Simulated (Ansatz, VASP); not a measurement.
One calculation of TiRh3, two programs

```
Ti Rh
1.0
     3.82200    0.00000    0.00000
     0.00000    3.82200    0.00000
     0.00000    0.00000    3.82200
Ti Rh
1 3
Direct
  0.00000 0.00000 0.00000
  0.00000 0.50000 0.50000
  0.50000 0.00000 0.50000
  0.50000 0.50000 0.00000
```

Alike in both runs: task electric field gradients; functional LDA; k mesh 10 × 10 × 10; occupations fermi-dirac, width 0.03 eV; no spin polarisation.

|  | VASP | Ansatz |
| --- | --- | --- |
| version | VASP 6.6.1 | Ansatz 0.2.0 |
| potentials or method | VASP PAW LDA potentials, release 64 (Ti_sv, Rh_pv), cutoff 520 eV | all-electron PAW with datasets made for the crystal, scalar-relativistic |

VASP gave:

| Property | Result |
| --- | --- |
| pressure (GPa) | -9.6 |
| size of Vzz on the site where it differs most (V/Å²) | 32.6 |

Task: Estimate Ansatz's values.

Result: Pressure (GPa): -10.3; size of Vzz on the site where it differs most (V/Å²): 28.6.

LDA's correlation is that of Perdew and Zunger in VASP and of Perdew and Wang (1992) in Ansatz. Ansatz ran all-electron here, and VASP with PAW potentials.
